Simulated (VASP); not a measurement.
Set up this calculation in VASP 6.6.1, as the native input.

| Quantity | Value |
| --- | --- |
| Task | single point |
| Functional | r2SCAN |
| Potentials or basis | VASP PAW PBE potentials, release 64 (K_sv) |
| Cutoff | 520 eV |
| k mesh | 12 × 12 × 12 |
| Occupations | gaussian, width 0.15 eV |
| Spin | no spin polarisation |
| Dipole correction | no |
| Further INCAR settings | ALGO = Normal; EDIFF = 1e-07; NBANDS = 10 |

K:

```
CELL_PARAMETERS angstrom
4.60760 0.00000 0.00000
0.00000 4.60760 0.00000
0.00000 0.00000 3.37000
ATOMIC_POSITIONS crystal
K 0.00000 0.00000 0.00000
```

This cell differs from its parent crystal: volume 71.545 Å^3 an atom, c/a of the conventional cell 0.7314.

The input as run:

POSCAR

```
K
1.0
    4.6076000820      0.0000000000      0.0000000000
    0.0000000000      4.6076000820      0.0000000000
    0.0000000000      0.0000000000      3.3699987000
K
1
Direct
    0.0000000000      0.0000000000      0.0000000000
```

INCAR.step1

```
ALGO = Normal
EDIFF = 1E-4
ENCUT = 520
GGA = PE
ISMEAR = 0
LASPH = True
LCHARG = False
LREAL = False
LWAVE = True
NBANDS = 10
NELM = 80
PREC = Accurate
SIGMA = 0.15
```

INCAR.step2

```
ALGO = Normal
EDIFF = 1E-7
ENCUT = 520
ISIF = 2
ISMEAR = 0
ISTART = 1
LASPH = True
LCHARG = True
LELF = True
LMIXTAU = True
LREAL = False
LVHAR = True
LWAVE = False
METAGGA = R2SCAN
NBANDS = 10
NELM = 80
PREC = Accurate
SIGMA = 0.15
```

KPOINTS

```
k-points
0
Gamma
  12 12 12
```

Potentials or basis: VASP PAW PBE potentials, release 64 (K_sv).

Launch:

```sh
$ cat potpaw_PBE.64/K_sv/POTCAR > POTCAR
$ cp INCAR.step1 INCAR
$ mpirun -np 1 vasp_std > vasp.out
$ cp INCAR.step2 INCAR
$ mpirun -np 1 vasp_std > vasp.out
```

Results of the run:

| Quantity | Value |
| --- | --- |
| Pressure | 0.6 GPa |

Caveat: the PAW data sets were made with another functional, which shifts forces and pressure a little.

Run time: 7.6 min on 1 thread of Intel Xeon 6975P-C, with other jobs on the host, peak memory 0.28 GiB.
